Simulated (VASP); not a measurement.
# ZnO (zincite) (P6_3mc) in VASP: notebook

The runs below take ZnO (zincite) through single point, with PBE.

Everything below comes from runs of VASP 6.6.1. Logs are shortened: lines on timing, memory, paths and dates and some standing lists are left out, and cuts for length are marked.

**1. The cell of the first run**

It takes space group P6_3mc (No. 186, hexagonal). Conventional cell: a = 3.249 Å, b = 3.249 Å, c = 5.206 Å, α = 90.00°, β = 90.00°, γ = 120.00°. Zn (site symmetry 3m) has 4 O at 1.97 to 1.98 Å within 2.6 Å. Within 2.6 Å of O (site symmetry 3m) lie 4 Zn at 1.97 to 1.98 Å.

**2. Single point, PBE**

INCAR

```
SYSTEM = ZnO
PREC     = Accurate       ! precision mode
ENCUT    = 520            ! plane-wave cutoff, eV
EDIFF    = 1E-6           ! SCF threshold, eV
ISMEAR   = 0              ! smearing method
SIGMA    = 0.016          ! smearing width, eV
LREAL    = .False.        ! projectors in reciprocal space
LASPH    = .True.         ! aspherical terms in the spheres
NELM     = 80             ! most SCF steps
ALGO     = Normal         ! electronic algorithm
ISIF     = 2              ! what is computed and relaxed
LWAVE    = .False.        ! write WAVECAR
LCHARG   = .False.        ! write CHGCAR
GGA      = PE             ! functional
NBANDS   = 26             ! bands
```

KPOINTS

```
Automatic mesh
0
Gamma
  9 9 5
  0 0 0
```

POSCAR

```
ZnO
1.0
    3.2493080000      0.0000000000      0.0000000000
   -1.6246540000      2.8139832727      0.0000000000
    0.0000000000      0.0000000000      5.2057090000
Zn O
2 2
Direct
    0.6666666667      0.3333333333      0.0000000000
    0.3333333333      0.6666666667      0.5000000000
    0.3333333333      0.6666666667      0.8790100000
    0.6666666667      0.3333333333      0.3790100000
```

Potentials or basis: VASP PAW PBE potentials, release 64 (Zn, O).

Run with:

```console
$ cat potpaw_PBE.64/Zn/POTCAR potpaw_PBE.64/O/POTCAR > POTCAR
$ mpirun -np 1 vasp_std > vasp.out
```

OUTCAR:

```text
SYSTEM = ZnO
   PREC = Accurate
   ENCUT = 520
   EDIFF = 1E-6
   ISMEAR = 0
   LREAL = .False.
   LASPH = .True.
   NELM = 80
   ISIF = 2
   GGA = PE

 ion  position               nearest neighbor table
   1  0.667  0.333  0.000-   4 1.97   3 1.98   3 1.98   3 1.98
   2  0.333  0.667  0.500-   3 1.97   4 1.98   4 1.98   4 1.98
   3  0.333  0.667  0.879-   2 1.97   1 1.98   1 1.98   1 1.98
   4  0.667  0.333  0.379-   1 1.97   2 1.98   2 1.98   2 1.98

  LATTYP: Found a hexagonal cell.
 ALAT       =     3.2493080000
 C/A-ratio  =     1.6020977390

  Lattice vectors:

 A1 = (   3.2493080000,   0.0000000000,   0.0000000000)
 A2 = (  -1.6246540000,   2.8139832727,   0.0000000000)
 A3 = (   0.0000000000,   0.0000000000,   5.2057090000)

Analysis of symmetry for initial positions (statically):
=====================================================================
 Subroutine PRICEL returns:
 Original cell was already a primitive cell.

 Routine SETGRP: Setting up the symmetry group for a
 hexagonal supercell.

 Subroutine GETGRP returns: Found 12 space group operations
 (whereof  6 operations were pure point group operations)
 out of a pool of 24 trial point group operations.

The static configuration has the point symmetry C_3v.
 The point group associated with its full space group is C_6v.

Analysis of symmetry for dynamics (positions and initial velocities):
=====================================================================
 Subroutine PRICEL returns:
 Original cell was already a primitive cell.

 Routine SETGRP: Setting up the symmetry group for a
 hexagonal supercell.

 Subroutine GETGRP returns: Found 12 space group operations
 (whereof  6 operations were pure point group operations)
 out of a pool of 24 trial point group operations.

The dynamic configuration has the point symmetry C_3v.
 The point group associated with its full space group is C_6v.

 Subroutine INISYM returns: Found 12 space group operations
 (whereof  6 operations are pure point group operations),
 and found     1 'primitive' translations

----------------------------------------------------------------------------------------

                                     Primitive cell

  volume of cell :      47.5984

  direct lattice vectors                    reciprocal lattice vectors
     3.249308000  0.000000000  0.000000000     0.307757836  0.177684070  0.000000000
    -1.624654000  2.813983273  0.000000000     0.000000000  0.355368139  0.000000000
     0.000000000  0.000000000  5.205709000     0.000000000  0.000000000  0.192096792

  length of vectors
     3.249308000  3.249308000  5.205709000     0.355368139  0.355368139  0.192096792

  position of ions in fractional coordinates (direct lattice)
     0.666666667  0.333333333  0.000000000
     0.333333333  0.666666667  0.500000000
     0.333333333  0.666666667  0.879010000
     0.666666667  0.333333333  0.379010000

  ion indices of the primitive-cell ions
   primitive index   ion index
                 1           1
                 2           2
                 3           3
                 4           4

----------------------------------------------------------------------------------------

 KPOINTS: Automatic mesh

Automatic generation of k-mesh.
 Grid dimensions read from file:
 generate k-points for:    9    9    5

 Generating k-lattice:

  Cartesian coordinates                     Fractional coordinates (reciprocal lattice)
     0.034195315  0.019742674  0.000000000     0.111111111  0.000000000  0.000000000
     0.000000000  0.039485349  0.000000000     0.000000000  0.111111111  0.000000000
     0.000000000  0.000000000  0.038419358     0.000000000  0.000000000  0.200000000

  Length of vectors
     0.039485349  0.039485349  0.038419358

  Shift w.r.t. Gamma in fractional coordinates (k-lattice)
     0.000000000  0.000000000  0.000000000

 Subroutine IBZKPT returns following result:
 ===========================================

 Found     36 irreducible k-points:

 Following reciprocal coordinates:
            Coordinates               Weight
  0.000000  0.000000  0.000000      1.000000
  0.111111  0.000000  0.000000      6.000000
  0.222222  0.000000  0.000000      6.000000
  0.333333  0.000000  0.000000      6.000000
  0.444444  0.000000  0.000000      6.000000
  0.111111  0.111111  0.000000      6.000000
[... 16 lines left out ...]
  0.333333  0.222222  0.200000     24.000000
  0.333333  0.333333  0.200000      4.000000
 [... further k-points ...]
   k-points           NKPTS =     36   k-points in BZ     NKDIM =     36   number of bands    NBANDS=     26
   number of dos      NEDOS =    301   number of ions     NIONS =      4
   total plane-waves  NPLWV =  23040
   dimension x,y,z NGX =    24 NGY =   24 NGZ =   40
   dimension x,y,z NGXF=    48 NGYF=   48 NGZF=   80
   ions per type =               2   2
   NGX,Y,Z   is equivalent  to a cutoff of  12.28, 12.28, 12.77 a.u.
   NGXF,Y,Z  is equivalent  to a cutoff of  24.56, 24.56, 25.55 a.u.
 SYSTEM =  ZnO
   PREC   = accura    normal or accurate (medium, high low for compatibility)
   ISTART =      0    job   : 0-new  1-cont  2-samecut
   ICHARG =      2    charge: 1-file 2-atom 10-const
   ISPIN  =      1    spin polarized calculation?
   LNONCOLLINEAR =      F non collinear calculations
   LSORBIT =      F    spin-orbit coupling
   LASPH  =      T    aspherical Exc in radial PAW
   ENCUT  =  520.0 eV  38.22 Ry    6.18 a.u.   6.04  6.04  9.68*2*pi/ulx,y,z
   NELM   =     80;   NELMIN=  2; NELMDL= -5     # of ELM steps
   EDIFF  = 0.1E-05   stopping-criterion for ELM
   LREAL  =      F    real-space projection
   EDIFFG = 0.1E-04   stopping-criterion for IOM
   NSW    =      0    number of steps for IOM
   IBRION =     -1    ionic relax: 0-MD 1-quasi-New 2-CG
   NFREE  =      0    steps in history (QN), initial steepest desc. (CG)
   ISIF   =      2    stress and relaxation
   ISYM   =      2    0-nonsym 1-usesym 2-fastsym
   POTIM  = 0.5000    time-step for ionic-motion
   TEBEG  =    0.0;   TEEND  =   0.0 temperature during run
   PSTRESS=    0.0 pullay stress
   NELECT =      36.0000    total number of electrons
   NUPDOWN=      -1.0000    fix difference up-down
   EMIN   =  10.00;   EMAX   =-10.00  energy-range for DOS
   EFERMI =   0.00;   METHOD = LEGACY
   ISMEAR =     0;   SIGMA  =   0.02  broadening in eV -4-tet -1-fermi 0-gaus
   EFERMI_NEDOS =   21; number of points for ismear=-14 and -15
   IALGO  =     38    algorithm
   IMIX   =      4    mixing-type and parameters
     AMIX     =   0.40;   BMIX     =  1.00
     AMIX_MAG =   1.60;   BMIX_MAG =  1.00
  volume/ion in A,a.u.               =      11.90        80.30
  Fermi-wavevector in a.u.,A,eV,Ry     =   1.491574  2.818667 30.270160  2.224794
  Thomas-Fermi vector in A             =   2.604212
   LORBIT       =      0    0 simple, 1 ext, 2 COOP (PROOUT), +10 PAW based schemes
   GGA     = PE    functional components
   LHFCALC =     F    Hartree Fock is set to
   AEXX    =    0.0000 exact exchange contribution
   IVDW    =     0    specifies the selected vdW correction
   LEPSILON=     F    determine dielectric tensor
   LRPA    =     F    only Hartree local field effects (RPA)
 non-spin polarized calculation
 Gauss-broadening in eV      SIGMA  =   0.02
  energy-cutoff  :      520.00
  volume of cell :       47.60
 maximum number of plane-waves:      1308
   NGX = 13   NGY = 13   NGZ = 19

 number of electron      36.0000017 magnetization

 Free energy of the ion-electron system (eV)
  ---------------------------------------------------
  ext. energy  EPLUGINS =         0.00000000
  ---------------------------------------------------
  free energy    TOTEN  =       -17.82215526 eV

  energy without entropy =      -17.82215526  energy(sigma->0) =      -17.82215526

 E-fermi :   1.3084     XC(G=0): -10.9115

 val. band max:        1.2007871496   @ k =   0.0000   0.0000   0.0000
 cond. band min:       1.9907535612   @ k =   0.0000   0.0000   0.0000
 fundamental gap:      0.7899664115
 Fermi energy:         1.3084415803

 k-point     1 :       0.0000    0.0000    0.0000
  band No.  band energies     occupation
      1     -16.8876      2.00000
      2     -16.1564      2.00000
      3      -4.4872      2.00000
      4      -4.4872      2.00000
      5      -4.4477      2.00000
      6      -4.4263      2.00000
[... 18 lines left out ...]
     25      15.3278      0.00000
     26      15.3278      0.00000

 k-point     2 :       0.1111    0.0000    0.0000
  band No.  band energies     occupation
      1     -16.8206      2.00000
      2     -16.1274      2.00000
      3      -4.5656      2.00000
      4      -4.4488      2.00000
      5      -4.4066      2.00000
      6      -4.3444      2.00000
[... 18 lines left out ...]
     25      15.4704      0.00000
     26      15.4731      0.00000

 k-point     3 :       0.2222    0.0000    0.0000
  band No.  band energies     occupation
      1     -16.6415      2.00000
      2     -16.0581      2.00000
      3      -4.7141      2.00000
      4      -4.3911      2.00000
      5      -4.3591      2.00000
      6      -4.2578      2.00000
[... 18 lines left out ...]
     25      14.7205      0.00000
     26      15.4437      0.00000

 k-point     4 :       0.3333    0.0000    0.0000
  band No.  band energies     occupation
      1     -16.4138      2.00000
      2     -15.9946      2.00000
      3      -4.7952      2.00000
      4      -4.4385      2.00000
      5      -4.2780      2.00000
      6      -4.0866      2.00000
[... 18 lines left out ...]
     25      14.5921      0.00000
     26      15.2719      0.00000
[... 496 lines left out ...]
      1     -16.2700      2.00000
      2     -16.0054      2.00000
      3      -4.6512      2.00000
      4      -4.5677      2.00000
      5      -4.1970      2.00000
      6      -4.1660      2.00000
[... 18 lines left out ...]
     25      13.2625      0.00000
     26      16.4986      0.00000

 k-point    23 :       0.3333    0.2222    0.2000
  band No.  band energies     occupation
      1     -16.1273      2.00000
      2     -15.9969      2.00000
      3      -4.5827      2.00000
      4      -4.4106      2.00000
      5      -4.2393      2.00000
      6      -4.0298      2.00000
[... 18 lines left out ...]
     25      14.0675      0.00000
     26      15.5469      0.00000

 k-point    24 :       0.3333    0.3333    0.2000
  band No.  band energies     occupation
      1     -16.0364      2.00000
      2     -16.0364      2.00000
      3      -4.4944      2.00000
      4      -4.2869      2.00000
      5      -4.2869      2.00000
      6      -3.9212      2.00000
[... 18 lines left out ...]
     25      14.7517      0.00000
     26      15.7868      0.00000

 [... further k-points ...]
[... 5 lines left out ...]
  --------------------------------------------------------------------------------------
  -------------------------------------------------------------------------------------
  Total        1.6128804      1.6128804      2.1360730      0.0000000     -0.0000000      0.0000000
  in kB       54.2900778     54.2900778     71.9009116      0.0000000     -0.0000000      0.0000000
  external PRESSURE =      60.1603557 kB  Pullay stress =       0.0000000 kB

 VOLUME and BASIS-vectors are now :
 -----------------------------------------------------------------------------
  energy-cutoff  :      520.00
  volume of cell :       47.60
      direct lattice vectors                 reciprocal lattice vectors
     3.249308000  0.000000000  0.000000000     0.307757836  0.177684070  0.000000000
    -1.624654000  2.813983273  0.000000000     0.000000000  0.355368139  0.000000000
     0.000000000  0.000000000  5.205709000     0.000000000  0.000000000  0.192096792

 POSITION                                       TOTAL-FORCE (eV/Angst)
 -----------------------------------------------------------------------------------
      1.62465      0.93799      0.00000        -0.000000      0.000000     -0.074085
     -0.00000      1.87599      2.60285         0.000000      0.000000     -0.074085
     -0.00000      1.87599      4.57587         0.000000      0.000000      0.074085
      1.62465      0.93799      1.97302        -0.000000      0.000000      0.074085
 -----------------------------------------------------------------------------------
    total drift:                               -0.000000     -0.000000     -0.000191

  FREE ENERGIE OF THE ION-ELECTRON SYSTEM (eV)
  ---------------------------------------------------
  free  energy   TOTEN  =       -17.8221552559 eV

  energy  without entropy=      -17.8221552559  energy(sigma->0) =      -17.82215526
```

Run time: 84 s. Hardware: 1 thread of AMD EPYC 7R13, shared host; peak memory 0.15 GiB.

What came out:

```yaml
Free_energy: -17.8222 eV
Pressure: 6.0 GPa
Largest_force: 0.074 eV/Å
Band_gap_on_the_k_mesh: 0.79 eV, direct
```

Forces in eV/Å, atoms in the order of the input:
```
Zn   0.000  0.000 -0.074
Zn   0.000  0.000 -0.074
O    0.000  0.000  0.074
O    0.000  0.000  0.074
```

Levels at points of the mesh, in eV from the valence-band top:
```
           k point  band 15  band 16  band 17  band 18  band 19  band 20  band 21  band 22
(0.00, 0.00, 0.00)    -0.81    -0.07     0.00     0.00     0.79     5.21     8.26    12.85
```

As with any semilocal functional, this PBE gap is likely too small.

**3. Single point, PBE**

INCAR

```
SYSTEM = ZnO
ALGO = Normal
EDIFF = 1E-6
ENCUT = 520
GGA = PE
ISIF = 2
ISMEAR = 0
LASPH = .TRUE.
LCHARG = .TRUE.
LELF = .TRUE.
LREAL = .FALSE.
LVHAR = .TRUE.
LWAVE = .FALSE.
NBANDS = 26
NELM = 80
PREC = Accurate
SIGMA = 0.017
```

KPOINTS

```
k-points
0
G
  9 9 5
  0 0 0
```

POSCAR is that of step 2.

Potentials or basis: VASP PAW PBE potentials, release 64 (Zn, O).

Run with:

```console
$ cat potpaw_PBE.64/Zn/POTCAR potpaw_PBE.64/O/POTCAR > POTCAR
$ mpirun -np 1 vasp_std > vasp.out
```

Run time: 80 s. Hardware: 1 thread of AMD EPYC 7R13, shared host; peak memory 0.15 GiB.

It converged, with:

```
Free energy            : -17.8222 eV
Pressure               : 6.0 GPa
Largest force          : 0.074 eV/Å
Band gap on the k mesh : 0.79 eV, direct
```

Forces on the atoms (eV/Å):
```
Zn   0.000  0.000 -0.074
Zn   0.000  0.000 -0.074
O    0.000  0.000  0.074
O    0.000  0.000  0.074
```

Stress tensor (GPa, compression positive):
```
5.43 0.00 0.00
0.00 5.43 0.00
0.00 0.00 7.19
```

Levels at points of the mesh, in eV from the valence-band top:
```csv
k point,band 15,band 16,band 17,band 18,band 19,band 20,band 21,band 22
"(0.00, 0.00, 0.00)",-0.81,-0.07,0.00,0.00,0.79,5.21,8.26,12.85
```
